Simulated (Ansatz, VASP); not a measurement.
Al2Cu: VASP beside Ansatz

```
Al Cu
1.0
     4.02291    0.00000    0.00000
     0.00000    4.02291    0.00000
     0.00000    0.00000    2.88909
Al Cu
2 1
Direct
  0.50000 0.00000 0.50000
  0.00000 0.50000 0.50000
  0.00000 0.00000 0.00000
```

Change from the starting cell: strain -0.015 along x and y, +0.015 along z, atoms carried along.

Alike in both runs: task single point; functional PBEsol; k mesh 12 × 12 × 16; occupations gaussian, width 0.15 eV; no spin polarisation.

|  | VASP | Ansatz |
| --- | --- | --- |
| version | VASP 6.6.1 | Ansatz 0.2.0 |
| potentials or method | VASP PAW PBE potentials, release 64 (Al, Cu), cutoff 520 eV | scalar-relativistic, plane waves, PAW |
| valence electrons in the cell | 17 | 25 |

VASP gave:

- gap on the k mesh at the Fermi level (eV): none
- pressure (GPa): 1.8
- traceless stress, the component that is largest in VASP (GPa): -2.26

Estimate Ansatz's values.

gap on the k mesh at the Fermi level (eV): none; pressure (GPa): 1.7; traceless stress, the component that is largest in VASP (GPa): -2.27.

VASP's potentials were made for PBE, not for PBEsol. A gap of «none» marks a metal or a gap that the smearing closes. VASP's potentials hold 17 valence electrons a cell and Ansatz's 25, so a difference there can come from the potentials and not from the codes.
